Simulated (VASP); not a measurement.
**Cu: relaxation of cell and atoms with PBEsol**

Cu:

```
Cu
1.0
    -1.46558    1.46558    1.46558
     1.46558   -1.46558    1.46558
     1.46558    1.46558   -1.46558
Cu
1
Direct
  0.00000 0.00000 0.00000
```

This isn't the form of Cu at room conditions, which is fcc.

```yaml
Program: VASP 6.6.1
Task: relaxation of cell and atoms
Functional: PBEsol
Potentials_or_basis: VASP PAW PBE potentials, release 64 (Cu_sv_GW)
Cutoff: 820 eV
k_mesh: 8 × 8 × 8
Occupations: gaussian, width 0.1 eV
Spin: no spin polarisation
Dipole_correction: no
Further_INCAR_settings: ALGO = Normal; EDIFF = 1e-07; IBRION = 2; EDIFFG = -0.04; NSW = 90; ISIF = 3
```

```yaml
Relaxed_volume: 11.34 Å³/atom
Relaxed_cell: a = 2.451 Å, b = 2.451 Å, c = 2.451 Å, α = 109.47°, β = 109.47°, γ = 109.47°
Space_group_after_relaxing_to_0.1_Å: Im-3m (No. 229)
Energy_gained_by_relaxing: 62.5 meV/atom
Ionic_steps: 3
Pressure_after_relaxing: -0.1 GPa
Band_gap_on_the_k_mesh: zero (an odd number of electrons rules out a gap without spin polarisation)
```

The path:
```tsv
step	energy change (eV)	largest force (eV/Å)	pressure (GPa)	volume (Å³)
1	0.0000	0.0000	-14.29	12.59
2	-0.0379	0.0000	11.91	10.65
3	-0.0625	0.0000	-0.13	11.34
```

Final structure:
```yaml
crystal:
  lattice:
    - [-1.41511, 1.41511, 1.41511]
    - [1.41511, -1.41511, 1.41511]
    - [1.41511, 1.41511, -1.41511]
  atoms:
    - { symbol: Cu, position: [0.00000, 0.00000, 0.00000] }
```

Levels at points of the mesh, in eV from the Fermi level:
| k point | band 6 | band 7 | band 8 | band 9 | band 10 | band 11 | band 12 | band 13 |
| --- | --- | --- | --- | --- | --- | --- | --- | --- |
| (0.00, 0.00, 0.00) | -3.29 | -3.29 | -3.29 | -2.20 | -2.20 | 25.38 | 25.38 | 25.38 |
| (0.50, 0.00, 0.00) | -4.06 | -2.24 | -2.08 | -1.41 | -0.85 | 4.48 | 17.71 | 17.89 |
| (0.50, 0.50, 0.50) | -4.94 | -1.59 | -1.59 | -1.59 | 8.21 | 8.21 | 8.21 | 13.84 |

It took 31 s on 1 thread of Intel(R) Xeon(R) Platinum 8259CL CPU @ 2.50GHz (Skylake/Cascade Lake), with other jobs on the host, peak memory 0.16 GiB.

Caveat: the k points lie up to 0.39 Å⁻¹ apart in the final cell, too coarse for converged energies and pressures of a metal; the PAW data sets were made with another functional, which shifts forces and pressure a little.
